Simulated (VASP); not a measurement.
Input of a VASP 6.6.1 run:

File POSCAR:

```
Na
1.0
   -2.0859056156      2.0859056156      2.0859056156
    2.0859056156     -2.0859056156      2.0859056156
    2.0859056156      2.0859056156     -2.0859056156
Na
1
Direct
    0.0000000000      0.0000000000      0.0000000000
```

INCAR.step1

```
PREC = Accurate ; ENCUT = 400
EDIFF = 1E-5 ; ISMEAR = -1
SIGMA = 0.1 ; LREAL = False
LASPH = True ; NELM = 120
ALGO = Normal ; ISIF = 2
LWAVE = True ; GGA = PE
NBANDS = 10 ; GGA_COMPAT = False
```

File INCAR.step2:

```
PREC = Accurate ; ENCUT = 400
EDIFF = 1E-6 ; ISMEAR = -1
SIGMA = 0.1 ; LREAL = False
LASPH = True ; NELM = 120
ALGO = Normal ; ISIF = 2
LWAVE = False ; LCHARG = True
GGA = PE ; LHFCALC = True
HFSCREEN = 0.2079 ; PRECFOCK = Normal
LELF = True ; LVHAR = True
ISTART = 1 ; NBANDS = 10
GGA_COMPAT = False
```

KPOINTS

```
regular mesh
0
Gamma
  6 6 6
```

Potentials or basis: VASP PAW PBE potentials, release 64 (Na_pv).

The run is started by

```console
$ cat potpaw_PBE.64/Na_pv/POTCAR > POTCAR
$ cp INCAR.step1 INCAR
$ mpirun -np 1 vasp_std > vasp.out
$ cp INCAR.step2 INCAR
$ mpirun -np 1 vasp_std > vasp.out
```

**Question.** What does it give for the pressure?

**Answer.** 0.2 GPa.

**Question.** Estimate the band gap on the k mesh.

**Answer.** Zero (an odd number of electrons rules out a gap without spin polarisation).

Caveat: the PAW data sets were made with another functional, which shifts forces and pressure a little.
